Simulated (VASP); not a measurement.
A run of VASP 6.6.1 is set up as follows.

INCAR

```
ALGO = Normal
EDIFF = 1E-6
EDIFFG = -0.04
ENCUT = 600
GGA = PE
IBRION = 2
ISIF = 3
ISMEAR = 0
ISPIN = 2
LASPH = T
LCHARG = F
LMAXMIX = 4
LORBIT = 11
LREAL = F
LWAVE = F
MAGMOM = 0.75 0.75 0.75 0.75
NELM = 150
NSW = 90
PREC = Accurate
SIGMA = 0.1
```

Contents of KPOINTS:

```
k-points
0
Gamma
  6 6 6
```

Contents of POSCAR:

```
Ni
1.0
    1.3821097241     -4.3843359827      0.0000000000
    1.3821097241      4.3843359827      0.0000000000
    0.0000000000      0.0000000000      3.6577888770
Ni
4
Direct
    0.0980000000      0.9020000000      0.9100000000
    0.5980000000      0.4020000000      0.5900000000
    0.9020000000      0.0980000000      0.0900000000
    0.4020000000      0.5980000000      0.4100000000
```

Potentials or basis: VASP PAW PBE potentials, release 64 (Ni).

Run with:

```sh
$ cat potpaw_PBE.64/Ni/POTCAR > POTCAR
$ mpirun -np 1 vasp_std > vasp.out
```

Problem. What does it give for the relaxed volume?

Solution. 11.45 Å³/atom.

Problem. What does it give for the relaxed cell?

Solution. a = 4.591 Å, b = 4.591 Å, c = 4.185 Å, α = 90.00°, β = 90.00°, γ = 148.73°.

The path:
| step | energy change (eV) | largest force (eV/Å) | pressure (GPa) | volume (Å³) |
| --- | --- | --- | --- | --- |
| 1 | 0.0000 | 12.5511 | 111.84 | 44.33 |
| 2 | -2.4514 | 0.7604 | -16.02 | 114.18 |
| 3 | -3.5935 | 0.5290 | -18.83 | 101.65 |
| 4 | -4.8249 | 0.2990 | -21.44 | 90.84 |
| 5 | -8.3756 | 0.6443 | -20.55 | 64.88 |
| 6 | -8.6048 | 2.9878 | 0.85 | 53.97 |
| 7 | -8.8223 | 1.5029 | -13.11 | 58.97 |
| 8 | -8.8376 | 1.7676 | -10.69 | 57.82 |
| 9 | -8.8364 | 1.8414 | -10.02 | 57.52 |
| 10 | -9.7561 | 1.6602 | -8.42 | 52.21 |
| 11 | -8.7568 | 3.7102 | 65.83 | 38.18 |
| 12 | -10.1842 | 1.5812 | -3.07 | 48.64 |
| 13 | -10.4490 | 0.6552 | 15.13 | 43.21 |
| 14 | -10.4884 | 0.9717 | 7.01 | 44.90 |
| 15 | -10.6949 | 1.1810 | 6.26 | 45.20 |
| 16 | -10.7626 | 0.5383 | 4.96 | 45.13 |
| 17 | -10.8809 | 0.1495 | -4.99 | 47.45 |
| 18 | -10.8814 | 0.1309 | -5.41 | 47.59 |
| 19 | -10.9968 | 0.0123 | -3.98 | 46.86 |
| 20 | -11.0323 | 0.0896 | -2.30 | 46.34 |
| 21 | -11.0335 | 0.1091 | -1.85 | 46.23 |
| 22 | -11.0459 | 0.0476 | 1.10 | 45.47 |
| 23 | -11.0465 | 0.0465 | 0.58 | 45.60 |
| 24 | -11.0470 | 0.0172 | -0.12 | 45.79 |

Caveat: the k points lie up to 0.44 Å⁻¹ apart in the final cell.
